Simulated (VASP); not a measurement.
# AlIn2N3 (P6/mmm) in VASP: further runs

Runs on AlIn2N3. Level: PBE. Tasks: relaxation of cell and atoms, single point.

All numbers are computed with VASP 6.6.1; they aren't measurements. Logs are shortened: lines on timing, memory, paths and dates and some standing lists are left out, and cuts for length are marked.

## Step 1: The cell of the first run

The structure is hexagonal, space group P6/mmm (No. 191). Conventional cell: a = 5.282 Å, b = 5.282 Å, c = 4.082 Å, α = 90.00°, β = 90.00°, γ = 120.00°. Al (site symmetry 6/mmm) has 6 In at 3.05 Å and 12 N at 3.34 Å within 4.0 Å. Within 3.4 Å of In (site symmetry -6m2) lie 6 N at 2.55 Å and 3 In at 3.05 Å and 3 Al at 3.05 Å. N (site symmetry mmm) has 4 In at 2.55 Å and 4 N at 2.64 Å and 4 Al at 3.34 Å within 3.4 Å.

## Step 2: Relaxation of cell and atoms, PBE

Contents of INCAR:

```
SYSTEM = AlIn2N3
PREC = Accurate
ENCUT = 600
EDIFF = 1E-6
ISMEAR = 0
SIGMA = 0.1
LREAL = .False.
LASPH = .True.
NELM = 80
ALGO = Normal
ISIF = 3
LWAVE = .False.
LCHARG = .False.
GGA = PE
IBRION = 2
NSW = 90
EDIFFG = -0.04
```

Contents of KPOINTS:

```
regular mesh
0
Gamma
  6 6 4
  0 0 0
```

Contents of POSCAR:

```
AlIn2N3
1.0
    5.2824182200      0.0000000000      0.0000000000
   -2.6412091100      4.5747083700      0.0000000000
    0.0000000000      0.0000000000      4.0817841600
Al In N
1 2 3
Direct
    0.0000000000      0.0000000000      0.0000000000
    0.3333333300      0.6666666700      0.0000000000
    0.6666666700      0.3333333300      0.0000000000
    0.5000000000      0.0000000000      0.5000000000
    0.5000000000      0.5000000000      0.5000000000
    0.0000000000      0.5000000000      0.5000000000
```

Potentials or basis: VASP PAW PBE potentials, release 64 (Al, In_d, N).

Run with:

```console
$ cat potpaw_PBE.64/Al/POTCAR potpaw_PBE.64/In_d/POTCAR potpaw_PBE.64/N/POTCAR > POTCAR
$ mpirun -np 1 vasp_std > vasp.out
```

OUTCAR:

```text
SYSTEM = AlIn2N3
   PREC = Accurate
   ENCUT = 600
   EDIFF = 1E-6
   ISMEAR = 0
   LREAL = .False.
   LASPH = .True.
   NELM = 80
   ISIF = 3
   GGA = PE
   IBRION = 2
   NSW = 90
   EDIFFG = -0.04

 ion  position               nearest neighbor table
   1  0.000  0.000  0.000-   2 3.05   3 3.05   2 3.05   3 3.05   3 3.05   2 3.05
   2  0.333  0.667  0.000-   4 2.55   4 2.55   6 2.55   6 2.55   5 2.55   5 2.55   3 3.05   1 3.05
                             3 3.05   1 3.05   1 3.05   3 3.05
   3  0.667  0.333  0.000-   4 2.55   4 2.55   6 2.55   6 2.55   5 2.55   5 2.55   2 3.05   1 3.05
                             2 3.05   1 3.05   1 3.05   2 3.05
   4  0.500  0.000  0.500-   2 2.55   3 2.55   2 2.55   3 2.55
   5  0.500  0.500  0.500-   2 2.55   3 2.55   2 2.55   3 2.55
   6  0.000  0.500  0.500-   2 2.55   3 2.55   2 2.55   3 2.55

  LATTYP: Found a hexagonal cell.
 ALAT       =     5.2824182200
 C/A-ratio  =     0.7727112830

  Lattice vectors:

 A1 = (   5.2824182200,   0.0000000000,   0.0000000000)
 A2 = (  -2.6412091100,   4.5747083700,   0.0000000000)
 A3 = (   0.0000000000,   0.0000000000,   4.0817841600)

Analysis of symmetry for initial positions (statically):
=====================================================================
 Subroutine PRICEL returns:
 Original cell was already a primitive cell.

 Routine SETGRP: Setting up the symmetry group for a
 hexagonal supercell.

 Subroutine GETGRP returns: Found 24 space group operations
 (whereof 24 operations were pure point group operations)
 out of a pool of 24 trial point group operations.

The static configuration has the point symmetry D_6h.

Analysis of symmetry for dynamics (positions and initial velocities):
=====================================================================
 Subroutine PRICEL returns:
 Original cell was already a primitive cell.

 Routine SETGRP: Setting up the symmetry group for a
 hexagonal supercell.

 Subroutine GETGRP returns: Found 24 space group operations
 (whereof 24 operations were pure point group operations)
 out of a pool of 24 trial point group operations.

The dynamic configuration has the point symmetry D_6h.

 Subroutine INISYM returns: Found 24 space group operations
 (whereof 24 operations are pure point group operations),
 and found     1 'primitive' translations

----------------------------------------------------------------------------------------

                                     Primitive cell

  volume of cell :      98.6384

  direct lattice vectors                    reciprocal lattice vectors
     5.282418220  0.000000000  0.000000000     0.189307237  0.109296585  0.000000000
    -2.641209110  4.574708370  0.000000000     0.000000000  0.218593169  0.000000000
     0.000000000  0.000000000  4.081784160     0.000000000  0.000000000  0.244990906

  length of vectors
     5.282418220  5.282418218  4.081784160     0.218593169  0.218593169  0.244990906

  position of ions in fractional coordinates (direct lattice)
     0.000000000  0.000000000  0.000000000
     0.333333330  0.666666670  0.000000000
     0.666666670  0.333333330  0.000000000
     0.500000000  0.000000000  0.500000000
     0.500000000  0.500000000  0.500000000
     1.000000000  0.500000000  0.500000000

  ion indices of the primitive-cell ions
   primitive index   ion index
                 1           1
                 2           2
                 3           3
                 4           4
                 5           5
                 6           6

----------------------------------------------------------------------------------------

 KPOINTS: regular mesh

Automatic generation of k-mesh.
 Grid dimensions read from file:
 generate k-points for:    6    6    4

 Generating k-lattice:

  Cartesian coordinates                     Fractional coordinates (reciprocal lattice)
     0.031551206  0.018216097  0.000000000     0.166666667  0.000000000  0.000000000
     0.000000000  0.036432195  0.000000000     0.000000000  0.166666667  0.000000000
     0.000000000  0.000000000  0.061247727     0.000000000  0.000000000  0.250000000

  Length of vectors
     0.036432195  0.036432195  0.061247727

  Shift w.r.t. Gamma in fractional coordinates (k-lattice)
     0.000000000  0.000000000  0.000000000

 Subroutine IBZKPT returns following result:
 ===========================================

 Found     21 irreducible k-points:

 Following reciprocal coordinates:
            Coordinates               Weight
  0.000000  0.000000  0.000000      1.000000
  0.166667  0.000000  0.000000      6.000000
  0.333333  0.000000  0.000000      6.000000
  0.500000  0.000000  0.000000      3.000000
  0.166667  0.166667  0.000000      6.000000
  0.333333  0.166667  0.000000     12.000000
[... 13 lines left out ...]
  0.333333  0.166667  0.500000     12.000000
  0.333333  0.333333  0.500000      2.000000
   k-points           NKPTS =     21   k-points in BZ     NKDIM =     21   number of bands    NBANDS=     26
   number of dos      NEDOS =    301   number of ions     NIONS =      6
   total plane-waves  NPLWV =  63504
   dimension x,y,z NGX =    42 NGY =   42 NGZ =   36
   dimension x,y,z NGXF=    84 NGYF=   84 NGZF=   72
   ions per type =               1   2   3
   NGX,Y,Z   is equivalent  to a cutoff of  13.22, 13.22, 14.66 a.u.
   NGXF,Y,Z  is equivalent  to a cutoff of  26.44, 26.44, 29.32 a.u.
 SYSTEM =  AlIn2N3
   PREC   = accura    normal or accurate (medium, high low for compatibility)
   ISTART =      0    job   : 0-new  1-cont  2-samecut
   ICHARG =      2    charge: 1-file 2-atom 10-const
   ISPIN  =      1    spin polarized calculation?
   LNONCOLLINEAR =      F non collinear calculations
   LSORBIT =      F    spin-orbit coupling
   LASPH  =      T    aspherical Exc in radial PAW
   ENCUT  =  600.0 eV  44.10 Ry    6.64 a.u.  10.55 10.55  8.15*2*pi/ulx,y,z
   NELM   =     80;   NELMIN=  2; NELMDL= -5     # of ELM steps
   EDIFF  = 0.1E-05   stopping-criterion for ELM
   LREAL  =      F    real-space projection
   EDIFFG = -.4E-01   stopping-criterion for IOM
   NSW    =     90    number of steps for IOM
   IBRION =      2    ionic relax: 0-MD 1-quasi-New 2-CG
   NFREE  =      1    steps in history (QN), initial steepest desc. (CG)
   ISIF   =      3    stress and relaxation
   ISYM   =      2    0-nonsym 1-usesym 2-fastsym
   POTIM  = 0.5000    time-step for ionic-motion
   TEBEG  =    0.0;   TEEND  =   0.0 temperature during run
   PSTRESS=    0.0 pullay stress
   NELECT =      44.0000    total number of electrons
   NUPDOWN=      -1.0000    fix difference up-down
   EMIN   =  10.00;   EMAX   =-10.00  energy-range for DOS
   EFERMI =   0.00;   METHOD = LEGACY
   ISMEAR =     0;   SIGMA  =   0.10  broadening in eV -4-tet -1-fermi 0-gaus
   EFERMI_NEDOS =   21; number of points for ismear=-14 and -15
   IALGO  =     38    algorithm
   IMIX   =      4    mixing-type and parameters
     AMIX     =   0.40;   BMIX     =  1.00
     AMIX_MAG =   1.60;   BMIX_MAG =  1.00
  volume/ion in A,a.u.               =      16.44       110.94
  Fermi-wavevector in a.u.,A,eV,Ry     =   1.250865  2.363791 21.288523  1.564662
  Thomas-Fermi vector in A             =   2.384839
   LORBIT       =      0    0 simple, 1 ext, 2 COOP (PROOUT), +10 PAW based schemes
   GGA     = PE    functional components
   LHFCALC =     F    Hartree Fock is set to
   AEXX    =    0.0000 exact exchange contribution
   IVDW    =     0    specifies the selected vdW correction
   LEPSILON=     F    determine dielectric tensor
   LRPA    =     F    only Hartree local field effects (RPA)
 conjugate gradient relaxation of ions
 non-spin polarized calculation
 Gauss-broadening in eV      SIGMA  =   0.10
  energy-cutoff  :      600.00
  volume of cell :       98.64
 maximum number of plane-waves:      3318
   NGX = 21   NGY = 21   NGZ = 17

--------------------------------------- Ionic step        1  -------------------------------------------

 number of electron      43.9999993 magnetization

 Free energy of the ion-electron system (eV)
  ---------------------------------------------------
  ext. energy  EPLUGINS =         0.00000000
  ---------------------------------------------------
  free energy    TOTEN  =       -23.12188244 eV

  energy without entropy =      -23.09961217  energy(sigma->0) =      -23.11074731

------------------------ aborting loop because EDIFF is reached ----------------------------------------

  FORCE on cell =-STRESS in cart. coord.  units (eV):
  Direction    XX          YY          ZZ          XY          YZ          ZX
  --------------------------------------------------------------------------------------
  -------------------------------------------------------------------------------------
  Total        0.8709147      0.8709147    -15.5072057      0.0000000     -0.0000000     -0.0000000
  in kB       14.1462062     14.1462062   -251.8824432      0.0000000     -0.0000000     -0.0000000
  external PRESSURE =     -74.5300103 kB  Pullay stress =       0.0000000 kB
[... 65 lines left out ...]
  energy  without entropy=      -24.9386692672  energy(sigma->0) =      -24.95066061

--------------------------------------- Ionic step        3  -------------------------------------------

 number of electron      44.0000004 magnetization

 E-fermi :  11.0405     XC(G=0): -12.3780

 val. band max:       10.9192501626   @ k =   0.5000   0.0000   0.5000
 cond. band min:      11.0442830272   @ k =   0.3333   0.0000   0.5000
 fundamental gap:      0.1250328646
 Fermi energy:        11.0404757250

 k-point     1 :       0.0000    0.0000    0.0000
  band No.  band energies     occupation
      1      -7.5617      2.00000
      2      -5.7251      2.00000
      3      -5.7251      2.00000
      4      -5.0948      2.00000
      5      -4.3991      2.00000
      6      -3.3005      2.00000
[... 631 lines left out ...]
  FREE ENERGIE OF THE ION-ELECTRON SYSTEM (eV)
  ---------------------------------------------------
  free  energy   TOTEN  =       -20.1651949055 eV

  energy  without entropy=      -20.1574004089  energy(sigma->0) =      -20.16129766

[... ionic steps 4 to 9 ...]

--------------------------------------- Ionic step       10  -------------------------------------------

 number of electron      44.0000014 magnetization

------------------------ aborting loop because EDIFF is reached ----------------------------------------

  FORCE on cell =-STRESS in cart. coord.  units (eV):
  Direction    XX          YY          ZZ          XY          YZ          ZX
  --------------------------------------------------------------------------------------
  -------------------------------------------------------------------------------------
  Total       -0.6240960     -0.6240960      0.8754407     -0.0000000      0.0000000      0.0000000
  in kB      -10.8615822    -10.8615822     15.2359094     -0.0000000      0.0000000      0.0000000
  external PRESSURE =      -2.1624183 kB  Pullay stress =       0.0000000 kB
[... 65 lines left out ...]
  energy  without entropy=      -26.8157210037  energy(sigma->0) =      -26.82443784

--------------------------------------- Ionic step       12  -------------------------------------------

 number of electron      43.9999996 magnetization

 Free energy of the ion-electron system (eV)
  ---------------------------------------------------
  ext. energy  EPLUGINS =         0.00000000
  ---------------------------------------------------
  free energy    TOTEN  =       -26.83654156 eV

  energy without entropy =      -26.81756497  energy(sigma->0) =      -26.82705326

 E-fermi :   5.8858     XC(G=0): -10.5672

 val. band max:        5.8563812949   @ k =   0.1667   0.1667   0.2500
 cond. band min:       5.8964804489   @ k =   0.3333   0.0000   0.0000
 fundamental gap:      0.0400991539
 Fermi energy:         5.8858482476

 k-point     1 :       0.0000    0.0000    0.0000
  band No.  band energies     occupation
      1      -9.2380      2.00000
      2      -8.5278      2.00000
      3      -8.5278      2.00000
      4      -8.1304      2.00000
      5      -7.8433      2.00000
      6      -7.6729      2.00000
[... 631 lines left out ...]
  FREE ENERGIE OF THE ION-ELECTRON SYSTEM (eV)
  ---------------------------------------------------
  free  energy   TOTEN  =       -26.8365415587 eV

  energy  without entropy=      -26.8175649684  energy(sigma->0) =      -26.82705326

 reached required accuracy - stopping structural energy minimisation
```

Wall time 5 min (1 thread of Intel Xeon Platinum 8559C (Emerald Rapids), shared host); peak memory 0.29 GiB.

Results:

- Free energy: -26.8365 eV
- Relaxed volume: 15.27 Å³/atom
- Relaxed cell: a = 5.956 Å, b = 5.956 Å, c = 2.981 Å, α = 90.00°, β = 90.00°, γ = 120.00°
- Space group after relaxing (to 0.05 Å): P6/mmm (No. 191)
- Energy gained by relaxing: 619.1 meV/atom
- Ionic steps: 12
- Pressure after relaxing: -0.1 GPa
- Band gap on the k mesh: zero (band 22 reaches 6.29 eV, above the bottom of band 23 at 5.75 eV)

The path:
```csv
step,energy change (eV),largest force (eV/Å),pressure (GPa),volume (Å³)
1,0.0000,0.0000,-7.45,98.64
2,-1.8408,0.0000,2.18,87.55
3,2.9567,0.0000,99.05,62.95
4,-2.3408,0.0000,8.13,83.28
5,-2.2957,0.0000,28.16,75.46
6,-2.5444,0.0000,15.26,79.81
7,-3.2799,0.0000,12.37,82.34
8,-3.4146,0.0000,12.08,84.02
9,-3.7054,0.0000,-0.05,91.95
10,-3.7055,0.0000,-0.22,92.06
11,-3.7113,0.0000,-0.15,91.88
12,-3.7147,0.0000,-0.07,91.59
```

Final structure:
```
Al In N
1.0
     5.95602    0.00000    0.00000
    -2.97801    5.15806    0.00000
     0.00000    0.00000    2.98145
Al In N
1 2 3
Direct
  0.00000 0.00000 0.00000
  0.33333 0.66667 0.00000
  0.66667 0.33333 0.00000
  0.50000 0.00000 0.50000
  0.50000 0.50000 0.50000
  0.00000 0.50000 0.50000
```

Caveat: the k points lie up to 0.53 Å⁻¹ apart in the final cell; spin-orbit coupling is left out, which moves the levels of the heavy elements.

(Part 1 of 2 ends here.)
